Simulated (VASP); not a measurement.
Here is a VASP 6.6.1 calculation.

Contents of INCAR:

```
PREC = Accurate
ENCUT = 600
EDIFF = 1E-6
ISMEAR = 0
SIGMA = 0.2
LREAL = False
LASPH = True
NELM = 60
ALGO = Normal
ISIF = 3
LWAVE = False
LCHARG = False
GGA = PE
IBRION = 2
NSW = 80
EDIFFG = -0.025
```

Contents of KPOINTS:

```
Automatic mesh
0
Gamma
  6 6 2
```

The input POSCAR:

```
Si3Bi2TeSe2
1.0
    3.9805506950      0.0791311371     -0.0295790319
   -1.9217457726      3.5491039992      0.0212116630
   -0.1091648289      0.0273683362     14.8402510993
Si Bi Te Se
3 2 1 2
Direct
   -0.0280571711      1.0114575224      0.2982176182
    0.6602849401      0.3154267552      0.5181845083
    0.3648937635      0.6821502890      0.7497642448
    0.3222243311      0.6292225280      0.0389495724
    0.6457392746      0.3472419481      0.1726819121
    0.0194466953     -0.0024593056      0.6093871110
    0.3311879411      0.6992910091      0.3766722217
    0.6842802255      0.3176692538      0.8261428116
```

Potentials or basis: VASP PAW PBE potentials, release 64 (Si, Bi_d, Te, Se).

Launch:

```console
$ cat potpaw_PBE.64/Si/POTCAR potpaw_PBE.64/Bi_d/POTCAR potpaw_PBE.64/Te/POTCAR potpaw_PBE.64/Se/POTCAR > POTCAR
$ mpirun -np 1 vasp_std > vasp.out
```

(1) What does it give for the relaxed volume?

(2) What does it give for the band gap on the k mesh?

(3) What does it give for the relaxed cell?

## Answers

(1) 26.27 Å³/atom.

(2) zero (bands 30 and 31 overlap by 0.14 eV).

(3) a = 4.037 Å, b = 4.034 Å, c = 14.909 Å, α = 89.63°, β = 90.72°, γ = 120.04°.

Caveat: spin-orbit coupling is left out, which moves the levels of the heavy elements.
